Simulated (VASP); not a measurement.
Write the native input for VASP 6.6.1 that does the following.

| Quantity | Value |
| --- | --- |
| Task | single point |
| Functional | PBEsol |
| Dispersion | D3(BJ) |
| Potentials or basis | VASP PAW PBE potentials, release 64 (Al) |
| Cutoff | 520 eV |
| k mesh | 20 × 20 × 20 |
| Occupations | gaussian, width 0.15 eV |
| Spin | no spin polarisation |
| Dipole correction | no |
| Further INCAR settings | ALGO = Normal; EDIFF = 1e-06; NBANDS = 8 |

The structure of Al lies in POSCAR:

```
Al
1.0
    0.0000000000      1.9632606000      1.9632606000
    1.9632606000      0.0000000000      1.9632606000
    1.9632606000      1.9632606000      0.0000000000
Al
1
Direct
    0.0000000000      0.0000000000      0.0000000000
```

This cell differs from its parent crystal: strain -0.030 along x and y, -0.030 along z.

One way to write it, as run:

INCAR

```
  PREC = Accurate
  ENCUT = 520
  EDIFF = 1E-6
  ISMEAR = 0
  SIGMA = 0.15
  LREAL = F
  LASPH = T
  NELM = 60
  ALGO = Normal
  ISIF = 2
  LWAVE = F
  LCHARG = T
  GGA = PS
  IVDW = 12
  LELF = T
  LVHAR = T
  NBANDS = 8
```

KPOINTS

```
Automatic mesh
0
Gamma
  20 20 20
```

Potentials or basis: VASP PAW PBE potentials, release 64 (Al).

Command:

```bash
$ cat potpaw_PBE.64/Al/POTCAR > POTCAR
$ mpirun -np 1 vasp_std > vasp.out
```

It gave:

```json
{
  "Pressure": "2.7 GPa",
  "Band gap on the k mesh": "zero (an odd number of electrons rules out a gap without spin polarisation)",
  "Dispersion energy per atom": "-0.347 eV"
}
```

Caveat: the cell differs from its parent crystal (strain -0.030 along x and y, -0.030 along z); the PAW data sets were made with another functional, which shifts forces and pressure a little.

Run time: 15 s on 1 thread of Intel Xeon 8259CL (shared host), peak memory 0.16 GiB.
